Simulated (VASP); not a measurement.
# Bi (Fd-3m) in VASP: a series of runs

Runs on Bi. Level: PBEsol. Tasks: relaxation of cell and atoms, single point.

All numbers are computed with VASP 6.6.1; they aren't measurements. Logs are shortened: lines on timing, memory, paths and dates and some standing lists are left out, and cuts for length are marked.

## (1) The cell of the first run

It takes space group Fd-3m (No. 227, cubic). The conventional cell has a = 6.795 Å, b = 6.795 Å, c = 6.795 Å, α = 90.00°, β = 90.00°, γ = 90.00°. Bi (site symmetry -43m) has 4 Bi at 2.94 Å within 3.9 Å.

## (2) Relaxation of cell and atoms, PBEsol

File INCAR:

```
SYSTEM = Bi
PREC = Accurate
ENCUT = 600
EDIFF = 1E-7
ISMEAR = 0
SIGMA = 0.1
LREAL = .False.
LASPH = .True.
NELM = 100
ALGO = Normal
ISIF = 3
LWAVE = .False.
LCHARG = .False.
GGA = PS
IBRION = 2
NSW = 90
EDIFFG = -0.04
```

File KPOINTS:

```
Automatic mesh
0
Gamma
  4 4 4
  0 0 0
```

File POSCAR:

```
Bi
1.0
    0.0000000000      3.3975022875      3.3975022875
    3.3975022875      0.0000000000      3.3975022875
    3.3975022875      3.3975022875      0.0000000000
Bi
2
Direct
    0.5000000000      0.5000000000      0.5000000000
    0.7500000000      0.7500000000      0.7500000000
```

Potentials or basis: VASP PAW PBE potentials, release 64 (Bi_d).

Command:

```
cat potpaw_PBE.64/Bi_d/POTCAR > POTCAR
mpirun -np 1 vasp_std > vasp.out
```

OUTCAR:

```text
SYSTEM = Bi
   PREC = Accurate
   ENCUT = 600
   EDIFF = 1E-7
   ISMEAR = 0
   LREAL = .False.
   LASPH = .True.
   NELM = 100
   ISIF = 3
   GGA = PS
   IBRION = 2
   NSW = 90
   EDIFFG = -0.04

 ion  position               nearest neighbor table
   1  0.500  0.500  0.500-   2 2.94   2 2.94   2 2.94   2 2.94
   2  0.750  0.750  0.750-   1 2.94   1 2.94   1 2.94   1 2.94

  LATTYP: Found a face centered cubic cell.
 ALAT       =     6.7950045750

  Lattice vectors:

 A1 = (   0.0000000000,   3.3975022875,   3.3975022875)
 A2 = (   3.3975022875,   0.0000000000,   3.3975022875)
 A3 = (   3.3975022875,   3.3975022875,   0.0000000000)

Analysis of symmetry for initial positions (statically):
=====================================================================
 Subroutine PRICEL returns:
 Original cell was already a primitive cell.

 Routine SETGRP: Setting up the symmetry group for a
 face centered cubic supercell.

 Subroutine GETGRP returns: Found 48 space group operations
 (whereof 24 operations were pure point group operations)
 out of a pool of 48 trial point group operations.

The static configuration has the point symmetry T_d .
 The point group associated with its full space group is O_h .

Analysis of symmetry for dynamics (positions and initial velocities):
=====================================================================
 Subroutine PRICEL returns:
 Original cell was already a primitive cell.

 Routine SETGRP: Setting up the symmetry group for a
 face centered cubic supercell.

 Subroutine GETGRP returns: Found 48 space group operations
 (whereof 24 operations were pure point group operations)
 out of a pool of 48 trial point group operations.

The dynamic configuration has the point symmetry T_d .
 The point group associated with its full space group is O_h .

 Subroutine INISYM returns: Found 48 space group operations
 (whereof 24 operations are pure point group operations),
 and found     1 'primitive' translations

----------------------------------------------------------------------------------------

                                     Primitive cell

  volume of cell :      78.4349

  direct lattice vectors                    reciprocal lattice vectors
     0.000000000  3.397502288  3.397502288    -0.147166935  0.147166935  0.147166935
     3.397502288  0.000000000  3.397502288     0.147166935 -0.147166935  0.147166935
     3.397502288  3.397502288  0.000000000     0.147166935  0.147166935 -0.147166935

  length of vectors
     4.804793813  4.804793813  4.804793813     0.254900609  0.254900609  0.254900609

  position of ions in fractional coordinates (direct lattice)
     0.500000000  0.500000000  0.500000000
     0.750000000  0.750000000  0.750000000

  ion indices of the primitive-cell ions
   primitive index   ion index
                 1           1
                 2           2

----------------------------------------------------------------------------------------

 KPOINTS: Automatic mesh

Automatic generation of k-mesh.
 Grid dimensions read from file:
 generate k-points for:    4    4    4

 Generating k-lattice:

  Cartesian coordinates                     Fractional coordinates (reciprocal lattice)
    -0.036791734  0.036791734  0.036791734     0.250000000  0.000000000  0.000000000
     0.036791734 -0.036791734  0.036791734     0.000000000  0.250000000  0.000000000
     0.036791734  0.036791734 -0.036791734     0.000000000  0.000000000  0.250000000

  Length of vectors
     0.063725152  0.063725152  0.063725152

  Shift w.r.t. Gamma in fractional coordinates (k-lattice)
     0.000000000  0.000000000  0.000000000

 Subroutine IBZKPT returns following result:
 ===========================================

 Found      8 irreducible k-points:

 Following reciprocal coordinates:
            Coordinates               Weight
  0.000000  0.000000  0.000000      1.000000
  0.250000  0.000000  0.000000      8.000000
  0.500000  0.000000  0.000000      4.000000
  0.250000  0.250000  0.000000      6.000000
  0.500000  0.250000  0.000000     24.000000
 -0.250000  0.250000  0.000000     12.000000
  0.500000  0.500000  0.000000      3.000000
 -0.250000  0.500000  0.250000      6.000000
   k-points           NKPTS =      8   k-points in BZ     NKDIM =      8   number of bands    NBANDS=     19
   number of dos      NEDOS =    301   number of ions     NIONS =      2
   total plane-waves  NPLWV =  64000
   dimension x,y,z NGX =    40 NGY =   40 NGZ =   40
   dimension x,y,z NGXF=    80 NGYF=   80 NGZF=   80
   ions per type =               2
   NGX,Y,Z   is equivalent  to a cutoff of  13.84, 13.84, 13.84 a.u.
   NGXF,Y,Z  is equivalent  to a cutoff of  27.68, 27.68, 27.68 a.u.
 SYSTEM =  Bi
   PREC   = accura    normal or accurate (medium, high low for compatibility)
   ISTART =      0    job   : 0-new  1-cont  2-samecut
   ICHARG =      2    charge: 1-file 2-atom 10-const
   ISPIN  =      1    spin polarized calculation?
   LNONCOLLINEAR =      F non collinear calculations
   LSORBIT =      F    spin-orbit coupling
   LASPH  =      T    aspherical Exc in radial PAW
   ENCUT  =  600.0 eV  44.10 Ry    6.64 a.u.   9.60  9.60  9.60*2*pi/ulx,y,z
   NELM   =    100;   NELMIN=  2; NELMDL= -5     # of ELM steps
   EDIFF  = 0.1E-06   stopping-criterion for ELM
   LREAL  =      F    real-space projection
   EDIFFG = -.4E-01   stopping-criterion for IOM
   NSW    =     90    number of steps for IOM
   IBRION =      2    ionic relax: 0-MD 1-quasi-New 2-CG
   NFREE  =      1    steps in history (QN), initial steepest desc. (CG)
   ISIF   =      3    stress and relaxation
   ISYM   =      2    0-nonsym 1-usesym 2-fastsym
   POTIM  = 0.5000    time-step for ionic-motion
   TEBEG  =    0.0;   TEEND  =   0.0 temperature during run
   PSTRESS=    0.0 pullay stress
   NELECT =      30.0000    total number of electrons
   NUPDOWN=      -1.0000    fix difference up-down
   EMIN   =  10.00;   EMAX   =-10.00  energy-range for DOS
   EFERMI =   0.00;   METHOD = LEGACY
   ISMEAR =     0;   SIGMA  =   0.10  broadening in eV -4-tet -1-fermi 0-gaus
   EFERMI_NEDOS =   21; number of points for ismear=-14 and -15
   IALGO  =     38    algorithm
   IMIX   =      4    mixing-type and parameters
     AMIX     =   0.40;   BMIX     =  1.00
     AMIX_MAG =   1.60;   BMIX_MAG =  1.00
  volume/ion in A,a.u.               =      39.22       264.65
  Fermi-wavevector in a.u.,A,eV,Ry     =   1.188353  2.245662 19.213916  1.412183
  Thomas-Fermi vector in A             =   2.324484
   LORBIT       =      0    0 simple, 1 ext, 2 COOP (PROOUT), +10 PAW based schemes
   GGA     = PS    functional components
   LHFCALC =     F    Hartree Fock is set to
   AEXX    =    0.0000 exact exchange contribution
   IVDW    =     0    specifies the selected vdW correction
   LEPSILON=     F    determine dielectric tensor
   LRPA    =     F    only Hartree local field effects (RPA)
 conjugate gradient relaxation of ions
 non-spin polarized calculation
 Gauss-broadening in eV      SIGMA  =   0.10
  energy-cutoff  :      600.00
  volume of cell :       78.43
 maximum number of plane-waves:      2685
 NGX is ok and might be reduce to    40
   NGX = 19   NGY = 19   NGZ = 19

--------------------------------------- Ionic step        1  -------------------------------------------

 number of electron      30.0000006 magnetization

 Free energy of the ion-electron system (eV)
  ---------------------------------------------------
  ext. energy  EPLUGINS =         0.00000000
  ---------------------------------------------------
  free energy    TOTEN  =        -7.96037971 eV

  energy without entropy =       -7.95231242  energy(sigma->0) =       -7.95634606

------------------------ aborting loop because EDIFF is reached ----------------------------------------

  FORCE on cell =-STRESS in cart. coord.  units (eV):
  Direction    XX          YY          ZZ          XY          YZ          ZX
  --------------------------------------------------------------------------------------
  -------------------------------------------------------------------------------------
  Total        3.1446431      3.1446431      3.1446431     -0.0000000      0.0000000      0.0000000
  in kB       64.2351399     64.2351399     64.2351399     -0.0000000      0.0000000      0.0000000
  external PRESSURE =      64.2351399 kB  Pullay stress =       0.0000000 kB

 VOLUME and BASIS-vectors are now :
 -----------------------------------------------------------------------------
  energy-cutoff  :      600.00
  volume of cell :       78.43
      direct lattice vectors                 reciprocal lattice vectors
     0.000000000  3.397502288  3.397502288    -0.147166935  0.147166935  0.147166935
     3.397502288  0.000000000  3.397502288     0.147166935 -0.147166935  0.147166935
     3.397502288  3.397502288  0.000000000     0.147166935  0.147166935 -0.147166935
[... 37 lines left out ...]
 POSITION                                       TOTAL-FORCE (eV/Angst)
 -----------------------------------------------------------------------------------
      3.65521      3.65521      3.65521        -0.000000      0.000000      0.000000
      5.48282      5.48282      5.48282         0.000000     -0.000000     -0.000000
 -----------------------------------------------------------------------------------
    total drift:                               -0.000000     -0.000000      0.000000

  FREE ENERGIE OF THE ION-ELECTRON SYSTEM (eV)
  ---------------------------------------------------
  free  energy   TOTEN  =        -8.1162248964 eV

  energy  without entropy=       -8.1109354359  energy(sigma->0) =       -8.11358017

--------------------------------------- Ionic step        3  -------------------------------------------

 number of electron      30.0000010 magnetization

 Free energy of the ion-electron system (eV)
  ---------------------------------------------------
  ext. energy  EPLUGINS =         0.00000000
  ---------------------------------------------------
  free energy    TOTEN  =        -8.17248650 eV

  energy without entropy =       -8.16719636  energy(sigma->0) =       -8.16984143

 E-fermi :   3.7694     XC(G=0):  -8.3716

 val. band max:        3.7694264104   @ k =   0.2500   0.2500   0.0000
 cond. band min:       4.6167079306   @ k =  -0.2500   0.5000   0.2500
 fundamental gap:      0.8472815202
 Fermi energy:         3.7694290245

 k-point     1 :       0.0000    0.0000    0.0000
  band No.  band energies     occupation
      1     -18.8738      2.00000
      2     -18.8738      2.00000
      3     -18.8738      2.00000
      4     -18.8243      2.00000
      5     -18.8243      2.00000
      6     -18.6260      2.00000
[... 11 lines left out ...]
     18       4.8203      0.00000
     19       7.1262      0.00000
[... 174 lines left out ...]
 POSITION                                       TOTAL-FORCE (eV/Angst)
 -----------------------------------------------------------------------------------
      3.56095      3.56095      3.56095        -0.000000      0.000000      0.000000
      5.34142      5.34142      5.34142         0.000000     -0.000000     -0.000000
 -----------------------------------------------------------------------------------
    total drift:                               -0.000000     -0.000000      0.000000

  FREE ENERGIE OF THE ION-ELECTRON SYSTEM (eV)
  ---------------------------------------------------
  free  energy   TOTEN  =        -8.1724865025 eV

  energy  without entropy=       -8.1671963573  energy(sigma->0) =       -8.16984143

 reached required accuracy - stopping structural energy minimisation
```

It took 67 s on 1 thread of Intel Xeon Platinum 8259CL at 2.50GHz (Skylake/Cascade Lake), shared host; peak memory 0.24 GiB.

Results:

- Free energy: -8.1725 eV
- Relaxed volume: 45.15 Å³/atom
- Relaxed cell: a = 5.036 Å, b = 5.036 Å, c = 5.036 Å, α = 60.00°, β = 60.00°, γ = 60.00°
- Space group after relaxing (to 0.05 Å): Fd-3m (No. 227)
- Energy gained by relaxing: 106.1 meV/atom
- Ionic steps: 3
- Pressure after relaxing: 0.0 GPa
- Band gap on the k mesh: zero (band 15 reaches 4.62 eV, above the bottom of band 16 at 3.47 eV)

The path:
| step | energy change (eV) | largest force (eV/Å) | pressure (GPa) | volume (Å³) |
| --- | --- | --- | --- | --- |
| 1 | 0.0000 | 0.0000 | 6.42 | 78.43 |
| 2 | -0.1558 | 0.0000 | -2.26 | 97.67 |
| 3 | -0.2121 | 0.0000 | -0.02 | 90.31 |

Final structure:
```cif
data_structure
_symmetry_space_group_name_H-M 'P 1'
_symmetry_Int_Tables_number 1
_cell_length_a 5.0359
_cell_length_b 5.0359
_cell_length_c 5.0359
_cell_angle_alpha 60.000
_cell_angle_beta 60.000
_cell_angle_gamma 60.000
_cell_volume 90.31
loop_
_atom_site_label
_atom_site_type_symbol
_atom_site_fract_x
_atom_site_fract_y
_atom_site_fract_z
_atom_site_occupancy
Bi1 Bi 0.50000 0.50000 0.50000 1
Bi2 Bi 0.75000 0.75000 0.75000 1
```

Levels at points of the mesh, in eV from the Fermi level:
| k point | band 12 | band 13 | band 14 | band 15 | band 16 | band 17 | band 18 | band 19 |
| --- | --- | --- | --- | --- | --- | --- | --- | --- |
| (0.00, 0.00, 0.00) | -7.48 | -1.19 | -1.19 | -1.19 | 1.05 | 1.05 | 1.05 | 3.36 |
| (0.50, 0.00, 0.00) | -9.40 | -2.32 | -2.02 | -2.02 | 2.13 | 2.13 | 4.27 | 5.17 |
| (0.50, 0.50, 0.00) | -10.59 | -2.92 | -2.92 | -0.30 | -0.30 | 4.74 | 4.74 | 6.30 |

Caveat: the k points lie up to 0.38 Å⁻¹ apart in the final cell; the volume moved by over 15 % at a fixed basis, so the end points are rough; the PAW data sets were made with another functional, which shifts forces and pressure a little; spin-orbit coupling is left out, which moves the levels of the heavy elements.

## (3) Single point, PBEsol

This run uses another cell than the first one, of 45.98 Å³/atom, 1.173 times its volume.

File INCAR:

```
ALGO = Fast
EDIFF = 1E-6
ENCUT = 520
GGA = PS
ISIF = 2
ISMEAR = 0
LASPH = T
LCHARG = T
LELF = T
LREAL = F
LVHAR = T
LWAVE = F
NBANDS = 22
NELM = 100
PREC = Accurate
SIGMA = 0.1
```

File KPOINTS:

```
k-points
0
Gamma
  14 14 14
```

File POSCAR:

```
Bi
1.0
    0.0000000000      3.5826254074      3.5826254074
    3.5826254074      0.0000000000      3.5826254074
    3.5826254074      3.5826254074      0.0000000000
Bi
2
Direct
    0.0000000000      0.0000000000      0.0000000000
    0.2500000000      0.2500000000      0.2500000000
```

Potentials or basis: VASP PAW PBE potentials, release 64 (Bi_d).

Command:

```
cat potpaw_PBE.64/Bi_d/POTCAR > POTCAR
mpirun -np 1 vasp_std > vasp.out
```

It took 3.9 min on 1 thread of Intel Xeon Platinum 8259CL at 2.50GHz (Skylake/Cascade Lake), shared host; peak memory 0.34 GiB.

The run converged. Its results:

```yaml
Free_energy: -8.0678 eV
Pressure: -0.1 GPa
Band_gap_on_the_k_mesh: zero (band 15 reaches 4.37 eV, above the bottom of band 16 at 3.35 eV)
```

Levels at points of the mesh, in eV from the Fermi level:
| k point | band 13 | band 14 | band 15 | band 16 | band 17 | band 18 |
| --- | --- | --- | --- | --- | --- | --- |
| (0.00, 0.00, 0.00) | -1.28 | -1.28 | -1.28 | 0.93 | 0.93 | 0.93 |
| (0.50, 0.00, 0.00) | -2.41 | -2.10 | -2.10 | 1.99 | 1.99 | 4.05 |
| (0.50, 0.50, 0.00) | -2.98 | -2.98 | -0.40 | -0.40 | 4.54 | 4.54 |

Caveat: the PAW data sets were made with another functional, which shifts forces and pressure a little; spin-orbit coupling is left out, which moves the levels of the heavy elements.

## (4) Relaxation of cell and atoms, PBEsol

This run uses another cell than the first one, of 45.24 Å³/atom, 1.153 times its volume.

File INCAR:

```
  ALGO = Fast
  EDIFF = 1E-6
  EDIFFG = -0.01
  ENCUT = 600
  GGA = PS
  IBRION = 2
  ISIF = 3
  ISMEAR = 0
  LASPH = T
  LCHARG = F
  LREAL = F
  LWAVE = F
  NELM = 60
  NSW = 100
  PREC = Accurate
  SIGMA = 0.1
```

KPOINTS is that of step 3.

File POSCAR:

```
Bi
1.0
    0.0000000000      3.5631305240      3.5631305240
    3.5631305240      0.0000000000      3.5631305240
    3.5631305240      3.5631305240      0.0000000000
Bi
2
Direct
    0.0000000000      0.0000000000      0.0000000000
    0.2500000000      0.2500000000      0.2500000000
```

Command:

```
cat potpaw_PBE.64/Bi_d/POTCAR > POTCAR
mpirun -np 1 vasp_std > vasp.out
```

Wall time 5.4 min (1 thread of AMD EPYC 9R45 (Zen 5), shared host); peak memory 0.34 GiB.

The run converged. Its results:

* Free energy: -8.0682 eV
* Relaxed volume: 45.93 Å³/atom
* Relaxed cell: a = 5.065 Å, b = 5.065 Å, c = 5.065 Å, α = 60.00°, β = 60.00°, γ = 60.00°
* Space group after relaxing (to 0.05 Å): Fd-3m (No. 227)
* Energy gained by relaxing: 1.1 meV/atom
* Ionic steps: 3
* Pressure after relaxing: 0.0 GPa
* Band gap on the k mesh: zero (band 15 reaches 4.39 eV, above the bottom of band 16 at 3.36 eV)

Step by step:
```
step  energy change (eV)  largest force (eV/Å)  pressure (GPa)  volume (Å³)
   1              0.0000                0.0000            0.55        90.47
   2             -0.0018                0.0000           -0.25        92.52
   3             -0.0023                0.0000           -0.03        91.86
```

Final structure:
```
Bi
1.0
     0.00000    3.58122    3.58122
     3.58122    0.00000    3.58122
     3.58122    3.58122    0.00000
Bi
2
Direct
  0.00000 0.00000 0.00000
  0.25000 0.25000 0.25000
```

Levels at points of the mesh, in eV from the Fermi level:
```
           k point  band 12  band 13  band 14  band 15  band 16  band 17  band 18  band 19
(0.00, 0.00, 0.00)    -7.66    -1.29    -1.29    -1.29     0.93     0.93     0.93     3.24
(0.50, 0.00, 0.00)    -9.50    -2.41    -2.11    -2.11     1.99     1.99     4.06     5.05
(0.50, 0.50, 0.00)   -10.66    -2.98    -2.98    -0.40    -0.40     4.54     4.54     6.13
```

Caveat: the PAW data sets were made with another functional, which shifts forces and pressure a little; spin-orbit coupling is left out, which moves the levels of the heavy elements.

## (5) Overview

```csv
task,cell,k mesh,cutoff (eV),gap on the mesh (eV),pressure (GPa),relaxed volume (Å³/atom)
relaxation of cell and atoms,"relaxed from a = 4.805 Å, angles 60.0°, 2 atoms",4 × 4 × 4,600,none,0.0,45.15
single point,"a = 5.067 Å, angles 60.0°, 2 atoms",14 × 14 × 14,520,none,-0.1,-
relaxation of cell and atoms,"relaxed from a = 5.039 Å, angles 60.0°, 2 atoms",14 × 14 × 14,600,none,0.0,45.93
```

Alike in all rows: level PBEsol; potentials or basis VASP PAW PBE potentials, release 64 (Bi_d); no spin polarisation; smearing gaussian 0.1 eV.

Caveats: some runs use coarse meshes; the PAW data sets were made with another functional, which shifts forces and pressure a little; spin-orbit coupling is left out, which moves the levels of the heavy elements; the volume moved by over 15 % at a fixed basis, so the end points are rough (some runs).

Absolute energies hang on the potentials; compare differences alone.
